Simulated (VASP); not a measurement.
Input of a VASP 6.6.1 run:

INCAR

```
  ALGO = Fast
  EDIFF = 1E-6
  ENCUT = 520
  GGA = PE
  ISIF = 2
  ISMEAR = 0
  LASPH = True
  LCHARG = False
  LREAL = False
  LWAVE = False
  NBANDS = 26
  NELM = 80
  PREC = Accurate
  SIGMA = 0.05
```

The input KPOINTS:

```
k-points
0
Gamma
  8 8 8
```

The input POSCAR:

```
SrCo3
1.0
    4.0068273888      0.0000000000      0.0000000000
    0.0000000000      4.0068273888      0.0000000000
    0.0000000000      0.0000000000      4.0068273888
Sr Co
1 3
Direct
    0.0000000000      0.0000000000      0.0000000000
    0.0000000000      0.5000000000      0.5000000000
    0.5000000000      0.5000000000      0.0000000000
    0.5000000000      0.0000000000      0.5000000000
```

Potentials or basis: VASP PAW PBE potentials, release 64 (Sr_sv, Co).

The run is started by

```bash
$ cat potpaw_PBE.64/Sr_sv/POTCAR potpaw_PBE.64/Co/POTCAR > POTCAR
$ mpirun -np 1 vasp_std > vasp.out
```

Q: What does it give for the band gap on the k mesh?

A: Zero (an odd number of electrons rules out a gap without spin polarisation).

Q: Predict the pressure.

A: -3.9 GPa.

Caveat: the cell stands under tension; the run has no spin polarisation, though such a crystal can be magnetic. Spin polarisation is off, so any magnetic state and its effect on volume and gap are missing.
